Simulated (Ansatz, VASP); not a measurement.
# Two plane-wave programs on Al

```
Al
1.0
     0.00000    1.99704    1.99704
     1.99704    0.00000    1.99704
     1.99704    1.99704    0.00000
Al
1
Direct
  0.00000 0.00000 0.00000
```

Alike in both runs: functional r2SCAN; k mesh 26 × 26 × 26; occupations fermi-dirac, width 0.1 eV; no spin polarisation.

Ansatz relaxed the structure, and its values are those at the end. VASP's run is a single point on that final structure, the one shown.

|  | VASP | Ansatz |
| --- | --- | --- |
| version | VASP 6.6.1 | Ansatz 0.2.0 |
| potentials or method | VASP PAW PBE potentials, release 64 (Al) | PAW with Ansatz's default frozen-core files, scalar-relativistic |
| plane-wave cutoff (eV) | 520 | 500 |
| valence electrons in the cell | 3 | 3 |

|  | VASP | Ansatz | Ansatz less VASP |
| --- | --- | --- | --- |
| pressure (GPa) | -0.3 | 0.0 | +0.32 |

VASP's potentials were made for PBE, not for r2SCAN.
